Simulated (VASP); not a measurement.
# AlB2P3 (P3m1) in VASP: density of states with PBE

Aim: the density of states of AlB2P3 with PBE.

All numbers are computed with VASP 6.6.1; they aren't measurements. Logs are shortened: lines on timing, memory, paths and dates and some standing lists are left out, and cuts for length are marked.

### Step 1. The cell of the first run

It takes space group P3m1 (No. 156, trigonal). The conventional cell has a = 3.415 Å, b = 3.415 Å, c = 8.650 Å, α = 90.00°, β = 90.00°, γ = 120.00°. Al (site symmetry 3m) has 4 P at 2.24 to 2.39 Å within 3.0 Å. Within 2.6 Å of B (site symmetry 3m) lie 4 P at 1.98 to 2.07 Å. Within 2.6 Å of B (site symmetry 3m) lie 4 P at 1.97 to 2.07 Å. Within 2.6 Å of P (site symmetry 3m) lie 1 B at 1.98 Å and 3 Al at 2.24 Å. Within 2.7 Å of P (site symmetry 3m) lie 3 B at 2.07 Å and 1 Al at 2.39 Å. P (site symmetry 3m) has 4 B at 1.97 to 2.07 Å within 2.6 Å.

### Step 2. Density of states, PBE

Input file POSCAR:

```
AlB2P3
1.0
    3.4153663784      0.0000000000      0.0000000000
   -1.7076831892      2.9577940469      0.0000000000
    0.0000000000      0.0000000000      8.6495964266
Al B P
1 2 3
Direct
    0.6666666667      0.3333333333      0.3373898713
    0.0000000000      0.0000000000      0.9854420794
    0.3333333333      0.6666666667      0.6859812720
    0.0000000000      0.0000000000      0.2138232552
    0.6666666667      0.3333333333      0.6134491160
    0.3333333333      0.6666666667      0.9139144062
```

Input file INCAR.step1:

```
SYSTEM = AlB2P3
PREC = Accurate
ENCUT = 520
EDIFF = 1E-6
ISMEAR = 0
SIGMA = 0.01
LREAL = .FALSE.
LASPH = .TRUE.
NELM = 60
ALGO = Normal
ISIF = 2
LWAVE = .FALSE.
LCHARG = .TRUE.
GGA = PE
NBANDS = 21
```

Input file KPOINTS.step1:

```
Automatic mesh
0
G
  12 12 4
  0 0 0
```

Input file INCAR.step2:

```
SYSTEM = AlB2P3
PREC = Accurate
ENCUT = 520
EDIFF = 1E-6
ISMEAR = -5
SIGMA = 0.01
LREAL = .FALSE.
LASPH = .TRUE.
NELM = 60
ALGO = Normal
ISIF = 2
LWAVE = .FALSE.
LCHARG = .FALSE.
GGA = PE
LORBIT = 11
NBANDS = 21
NEDOS = 2001
ICHARG = 11
```

Input file KPOINTS.step2:

```
Automatic mesh
0
G
  18 18 6
  0 0 0
```

Potentials or basis: VASP PAW PBE potentials, release 64 (Al, B, P).

Command:

```console
$ cat potpaw_PBE.64/Al/POTCAR potpaw_PBE.64/B/POTCAR potpaw_PBE.64/P/POTCAR > POTCAR
$ cp INCAR.step1 INCAR
$ cp KPOINTS.step1 KPOINTS
$ mpirun -np 1 vasp_std > vasp.out
$ cp INCAR.step2 INCAR
$ cp KPOINTS.step2 KPOINTS
$ mpirun -np 1 vasp_std > vasp.out
```

OUTCAR:

```text
SYSTEM = AlB2P3
   PREC = Accurate
   ENCUT = 520
   EDIFF = 1E-6
   ISMEAR = -5
   LREAL = .FALSE.
   LASPH = .TRUE.
   NELM = 60
   ISIF = 2
   GGA = PE
   LORBIT = 11
   ICHARG = 11

 ion  position               nearest neighbor table
   1  0.667  0.333  0.337-   4 2.24   4 2.24   4 2.24   5 2.39
   2  0.000  0.000  0.985-   4 1.98   6 2.07   6 2.07   6 2.07
   3  0.333  0.667  0.686-   6 1.97   5 2.07   5 2.07   5 2.07
   4  0.000  0.000  0.214-   2 1.98   1 2.24   1 2.24   1 2.24
   5  0.667  0.333  0.613-   3 2.07   3 2.07   3 2.07   1 2.39
   6  0.333  0.667  0.914-   3 1.97   2 2.07   2 2.07   2 2.07

  LATTYP: Found a hexagonal cell.
 ALAT       =     3.4153663784
 C/A-ratio  =     2.5325530172

  Lattice vectors:

 A1 = (   3.4153663784,   0.0000000000,   0.0000000000)
 A2 = (  -1.7076831892,   2.9577940469,   0.0000000000)
 A3 = (   0.0000000000,   0.0000000000,   8.6495964266)

Analysis of symmetry for initial positions (statically):
=====================================================================
 Subroutine PRICEL returns:
 Original cell was already a primitive cell.

 Routine SETGRP: Setting up the symmetry group for a
 hexagonal supercell.

 Subroutine GETGRP returns: Found  6 space group operations
 (whereof  6 operations were pure point group operations)
 out of a pool of 24 trial point group operations.

The static configuration has the point symmetry C_3v.

Analysis of symmetry for dynamics (positions and initial velocities):
=====================================================================
 Subroutine PRICEL returns:
 Original cell was already a primitive cell.

 Routine SETGRP: Setting up the symmetry group for a
 hexagonal supercell.

 Subroutine GETGRP returns: Found  6 space group operations
 (whereof  6 operations were pure point group operations)
 out of a pool of 24 trial point group operations.

The dynamic configuration has the point symmetry C_3v.

 Subroutine INISYM returns: Found  6 space group operations
 (whereof  6 operations are pure point group operations),
 and found     1 'primitive' translations

----------------------------------------------------------------------------------------

                                     Primitive cell

  volume of cell :      87.3778

  direct lattice vectors                    reciprocal lattice vectors
     3.415366378  0.000000000  0.000000000     0.292794356  0.169044900  0.000000000
    -1.707683189  2.957794047  0.000000000     0.000000000  0.338089801  0.000000000
     0.000000000  0.000000000  8.649596427     0.000000000  0.000000000  0.115612330

  length of vectors
     3.415366378  3.415366378  8.649596427     0.338089801  0.338089801  0.115612330

  position of ions in fractional coordinates (direct lattice)
     0.666666667  0.333333333  0.337389871
     0.000000000  0.000000000  0.985442079
     0.333333333  0.666666667  0.685981272
     0.000000000  0.000000000  0.213823255
     0.666666667  0.333333333  0.613449116
     0.333333333  0.666666667  0.913914406

  ion indices of the primitive-cell ions
   primitive index   ion index
                 1           1
                 2           2
                 3           3
                 4           4
                 5           5
                 6           6

----------------------------------------------------------------------------------------

 KPOINTS: Automatic mesh

Automatic generation of k-mesh.
 Grid dimensions read from file:
 generate k-points for:   18   18    6

 Generating k-lattice:

  Cartesian coordinates                     Fractional coordinates (reciprocal lattice)
     0.016266353  0.009391383  0.000000000     0.055555556  0.000000000  0.000000000
     0.000000000  0.018782767  0.000000000     0.000000000  0.055555556  0.000000000
     0.000000000  0.000000000  0.019268722     0.000000000  0.000000000  0.166666667

  Length of vectors
     0.018782767  0.018782767  0.019268722

  Shift w.r.t. Gamma in fractional coordinates (k-lattice)
     0.000000000  0.000000000  0.000000000

 TETIRR: Found   2825 inequivalent tetrahedra from    11664

 Subroutine IBZKPT returns following result:
 ===========================================

 Found    202 irreducible k-points:

 Following reciprocal coordinates:
            Coordinates               Weight
  0.000000  0.000000  0.000000      1.000000
  0.055556  0.000000  0.000000      6.000000
  0.111111  0.000000  0.000000      6.000000
  0.166667 -0.000000  0.000000      6.000000
  0.222222 -0.000000  0.000000      6.000000
  0.277778  0.000000  0.000000      6.000000
[... 16 lines left out ...]
  0.333333  0.111111  0.000000     12.000000
  0.388889  0.111111  0.000000     12.000000
 [... further k-points ...]
   k-points           NKPTS =    202   k-points in BZ     NKDIM =    202   number of bands    NBANDS=     21
   number of dos      NEDOS =   2001   number of ions     NIONS =      6
   total plane-waves  NPLWV =  50176
   dimension x,y,z NGX =    28 NGY =   28 NGZ =   64
   dimension x,y,z NGXF=    56 NGYF=   56 NGZF=  128
   ions per type =               1   2   3
   NGX,Y,Z   is equivalent  to a cutoff of  13.63, 13.63, 12.30 a.u.
   NGXF,Y,Z  is equivalent  to a cutoff of  27.26, 27.26, 24.60 a.u.
 SYSTEM =  AlB2P3
   PREC   = accura    normal or accurate (medium, high low for compatibility)
   ISTART =      0    job   : 0-new  1-cont  2-samecut
   ICHARG =     11    charge: 1-file 2-atom 10-const
   ISPIN  =      1    spin polarized calculation?
   LNONCOLLINEAR =      F non collinear calculations
   LSORBIT =      F    spin-orbit coupling
   LASPH  =      T    aspherical Exc in radial PAW
   ENCUT  =  520.0 eV  38.22 Ry    6.18 a.u.   6.35  6.35 16.08*2*pi/ulx,y,z
   NELM   =     60;   NELMIN=  2; NELMDL=  0     # of ELM steps
   EDIFF  = 0.1E-05   stopping-criterion for ELM
   LREAL  =      F    real-space projection
   EDIFFG = 0.1E-04   stopping-criterion for IOM
   NSW    =      0    number of steps for IOM
   IBRION =     -1    ionic relax: 0-MD 1-quasi-New 2-CG
   NFREE  =      0    steps in history (QN), initial steepest desc. (CG)
   ISIF   =      2    stress and relaxation
   ISYM   =      2    0-nonsym 1-usesym 2-fastsym
   POTIM  = 0.5000    time-step for ionic-motion
   TEBEG  =    0.0;   TEEND  =   0.0 temperature during run
   PSTRESS=    0.0 pullay stress
   NELECT =      24.0000    total number of electrons
   NUPDOWN=      -1.0000    fix difference up-down
   EMIN   =  10.00;   EMAX   =-10.00  energy-range for DOS
   EFERMI =   0.00;   METHOD = LEGACY
   ISMEAR =    -5;   SIGMA  =   0.01  broadening in eV -4-tet -1-fermi 0-gaus
   EFERMI_NEDOS =   21; number of points for ismear=-14 and -15
   IALGO  =     38    algorithm
   IMIX   =      4    mixing-type and parameters
     AMIX     =   0.40;   BMIX     =  1.00
     AMIX_MAG =   1.60;   BMIX_MAG =  1.00
  volume/ion in A,a.u.               =      14.56        98.28
  Fermi-wavevector in a.u.,A,eV,Ry     =   1.064171  2.010992 15.408062  1.132461
  Thomas-Fermi vector in A             =   2.199681
   LORBIT       =     11    0 simple, 1 ext, 2 COOP (PROOUT), +10 PAW based schemes
   GGA     = PE    functional components
   LHFCALC =     F    Hartree Fock is set to
   AEXX    =    0.0000 exact exchange contribution
   IVDW    =     0    specifies the selected vdW correction
   LEPSILON=     F    determine dielectric tensor
   LRPA    =     F    only Hartree local field effects (RPA)
 non-spin polarized calculation
 Fermi weights with tetrahedron method with Bloechl corrections
  energy-cutoff  :      520.00
  volume of cell :       87.38
 maximum number of plane-waves:      2377
 NGX is ok and might be reduce to    28

 number of electron      24.0000000 magnetization

 Free energy of the ion-electron system (eV)
  ---------------------------------------------------
  ext. energy  EPLUGINS =         0.00000000
  ---------------------------------------------------
  free energy    TOTEN  =       -34.69964674 eV

  energy without entropy =      -34.69964674  energy(sigma->0) =      -34.69964674

 E-fermi :   7.2323     XC(G=0): -10.1952

 val. band max:        7.2218371606   @ k =   0.0000   0.0000   0.0000
 cond. band min:       7.4322954033   @ k =   0.5000   0.0000   0.0000
 fundamental gap:      0.2104582427
 Fermi energy:         7.2322773675

 k-point     1 :       0.0000    0.0000    0.0000
  band No.  band energies     occupation
      1      -7.8781      2.00000
      2      -6.3551      2.00000
      3      -5.4892      2.00000
      4      -0.2556      2.00000
      5       0.6162      2.00000
      6       4.4284      2.00000
[... 13 lines left out ...]
     20      12.2204      0.00000
     21      12.5117      0.00000

 k-point     2 :       0.0556    0.0000    0.0000
  band No.  band energies     occupation
      1      -7.8359      2.00000
      2      -6.3150      2.00000
      3      -5.4491      2.00000
      4      -0.2304      2.00000
      5       0.6448      2.00000
      6       4.1161      2.00000
[... 13 lines left out ...]
     20      12.3026      0.00000
     21      12.5785      0.00000
[... 487 lines left out ...]
      5      -0.5114      2.00000
      6       0.9841      2.00000
[... 13 lines left out ...]
     20      13.0810      0.00000
     21      13.8515      0.00000

 k-point    24 :       0.3889    0.1111    0.0000
  band No.  band energies     occupation
      1      -5.4129      2.00000
      2      -4.4831      2.00000
      3      -3.8001      2.00000
      4      -1.4281      2.00000
      5      -0.9830      2.00000
      6       0.5015      2.00000
[... 13 lines left out ...]
     20      13.3668      0.00000
     21      13.7832      0.00000

 [... further k-points ...]

------------------------ aborting loop because EDIFF is reached ----------------------------------------

  FORCE on cell =-STRESS in cart. coord.  units (eV):
  Direction    XX          YY          ZZ          XY          YZ          ZX
  --------------------------------------------------------------------------------------
  -------------------------------------------------------------------------------------
  Total       -0.0859988     -0.0859988     -0.0947044     -0.0000000      0.0000000      0.0000000
  in kB       -1.5768915     -1.5768915     -1.7365195     -0.0000000      0.0000000      0.0000000
  external PRESSURE =      -1.6301008 kB  Pullay stress =       0.0000000 kB

 VOLUME and BASIS-vectors are now :
 -----------------------------------------------------------------------------
  energy-cutoff  :      520.00
  volume of cell :       87.38
      direct lattice vectors                 reciprocal lattice vectors
     3.415366378  0.000000000  0.000000000     0.292794356  0.169044900  0.000000000
    -1.707683189  2.957794047  0.000000000     0.000000000  0.338089801  0.000000000
     0.000000000  0.000000000  8.649596427     0.000000000  0.000000000  0.115612330

 POSITION                                       TOTAL-FORCE (eV/Angst)
 -----------------------------------------------------------------------------------
      1.70768      0.98593      2.91829         0.000000     -0.000000     -0.010015
      0.00000      0.00000      8.52368         0.000000     -0.000000      0.006161
     -0.00000      1.97186      5.93346        -0.000000      0.000000     -0.008892
      0.00000      0.00000      1.84948         0.000000     -0.000000      0.006545
      1.70768      0.98593      5.30609        -0.000000      0.000000      0.002279
     -0.00000      1.97186      7.90499         0.000000      0.000000      0.003924
 -----------------------------------------------------------------------------------
    total drift:                                0.000025     -0.000014      0.000158

  FREE ENERGIE OF THE ION-ELECTRON SYSTEM (eV)
  ---------------------------------------------------
  free  energy   TOTEN  =       -34.6996467421 eV

  energy  without entropy=      -34.6996467421  energy(sigma->0) =      -34.69964674

 total charge

# of ion       s       p       d       tot
------------------------------------------
    1        0.410   0.458   0.000   0.868
    2        0.646   1.117   0.000   1.763
    3        0.646   1.125   0.000   1.771
    4        1.005   1.682   0.000   2.687
    5        1.000   1.507   0.000   2.508
    6        0.996   1.505   0.000   2.501
--------------------------------------------------
tot          4.703   7.395   0.000  12.099
```

Run time: 10 min. Hardware: 1 thread of AMD EPYC 7R13, shared host; peak memory 0.42 GiB.

Results:

```
Valence electrons inside the program's atomic spheres : Al 0.87; B 1.76, 1.77; P 2.69, 2.51, 2.50
```

Levels at points of the mesh, in eV from the valence-band top:
```
           k point  band 8  band 9  band 10  band 11  band 12  band 13  band 14  band 15  band 16  band 17
(0.00, 0.00, 0.00)   -1.97   -1.97    -1.26     0.00     0.00     1.49     1.81     2.13     2.35     2.35
(0.50, 0.00, 0.00)   -4.61   -4.29    -3.74    -3.50    -1.67     0.21     0.54     1.85     2.69     3.71
(0.00, 0.00, 0.50)   -2.80   -1.93    -1.93    -0.10    -0.10     1.45     2.14     2.62     2.62     2.64
(0.50, 0.00, 0.50)   -5.19   -4.66    -3.61    -2.55    -1.50     0.62     1.17     1.61     2.64     3.17
```
